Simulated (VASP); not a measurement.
A run of VASP 6.6.1 is set up as follows.

INCAR

```
SYSTEM = BiTe
ALGO = Normal
EDIFF = 1E-6
ENCUT = 520
GGA = PE
ISIF = 2
ISMEAR = 0
LASPH = .TRUE.
LCHARG = .TRUE.
LELF = .TRUE.
LREAL = .FALSE.
LVHAR = .TRUE.
LWAVE = .FALSE.
NBANDS = 18
NELM = 80
PREC = Accurate
SIGMA = 0.1
```

Contents of KPOINTS:

```
k-points
0
G
  12 12 12
  0 0 0
```

POSCAR

```
BiTe
1.0
    0.0000000000      2.9617762650      2.9617762650
    2.9617762650      0.0000000000      2.9617762650
    2.9617762650      2.9617762650      0.0000000000
Bi Te
1 1
Direct
    0.0000000000      0.0000000000      0.0000000000
    0.5000000000      0.5000000000      0.5000000000
```

Potentials or basis: VASP PAW PBE potentials, release 64 (Bi_d, Te).

The run is started by

```bash
$ cat potpaw_PBE.64/Bi_d/POTCAR potpaw_PBE.64/Te/POTCAR > POTCAR
$ mpirun -np 1 vasp_std > vasp.out
```

Task: What does it give for the pressure?

Result: 25.0 GPa.

Task: Estimate the band gap on the k mesh.

Result: Zero (an odd number of electrons rules out a gap without spin polarisation).

Caveat: the cell stands under pressure; spin-orbit coupling is left out, which moves the levels of the heavy elements.
